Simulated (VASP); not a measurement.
A run of VASP 6.6.1 is set up as follows.

Contents of INCAR:

```
SYSTEM = Hg
PREC = Accurate
ENCUT = 520
EDIFF = 1E-6
ISMEAR = 0
SIGMA = 0.15
LREAL = .FALSE.
LASPH = .TRUE.
NELM = 60
ALGO = Fast
ISIF = 2
LWAVE = .FALSE.
LCHARG = .FALSE.
GGA = PS
IVDW = 12
NBANDS = 19
```

Contents of KPOINTS:

```
Automatic mesh
0
G
  18 18 10
  0 0 0
```

Contents of POSCAR:

```
Hg
1.0
    3.2821441745      0.0000000000      0.0000000000
   -1.6410720873      2.8424202340      0.0000000000
    0.0000000000      0.0000000000      4.8552758773
Hg
2
Direct
    0.6666666667      0.3333333333      0.7500000000
    0.3333333333      0.6666666667      0.2500000000
```

Potentials or basis: VASP PAW PBE potentials, release 64 (Hg).

Command:

```bash
$ cat potpaw_PBE.64/Hg/POTCAR > POTCAR
$ mpirun -np 1 vasp_std > vasp.out
```

Predict the dispersion energy per atom.

-0.441 eV.

Estimate the pressure.

-1.0 GPa.

What does it give for the band gap on the k mesh?

Zero (bands 12 and 13 overlap by 1.14 eV).

Stress tensor (GPa, compression positive):
```
-0.92  0.00  0.00
 0.00 -0.92  0.00
 0.00  0.00 -1.24
```

Caveat: the PAW data sets were made with another functional, which shifts forces and pressure a little; spin-orbit coupling is left out, which moves the levels of the heavy elements.
